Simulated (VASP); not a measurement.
Runs of VASP 6.6.1 on BiB. Symmetry: F-43m, No. 216, cubic system. The conventional cell has a = 5.490 Å, b = 5.490 Å, c = 5.490 Å, α = 90.00°, β = 90.00°, γ = 90.00°. B (site symmetry -43m) has 4 Bi at 2.38 Å within 3.1 Å. Bi (site symmetry -43m) has 4 B at 2.38 Å within 3.1 Å. 

| level | k mesh | cutoff (eV) | gap on the mesh (eV) | pressure (GPa) |
| --- | --- | --- | --- | --- |
| PBE | 6 × 6 × 6 | 520 | 0.28 | 1.1 |
| r2SCAN | 6 × 6 × 6 | 520 | 0.40 | -0.2 |
| PBE | 8 × 8 × 8 | 500 | 0.28 | (a) |
| PBE | 6 × 6 × 6 | 500 | 0.28 | 1.1 |

Alike in all rows: task single point; potentials or basis VASP PAW PBE potentials, release 64 (B, Bi_d); no spin polarisation; cell as given; smearing gaussian 0.01 eV.

Task: Estimate the missing entries.

Result: (a) 1.2.

Caveats: spin-orbit coupling is left out, which moves the levels of the heavy elements; the PAW data sets were made with another functional, which shifts forces and pressure a little (some runs).

A k mesh can miss the band edges, and the runs leave out spin-orbit coupling on Bi.
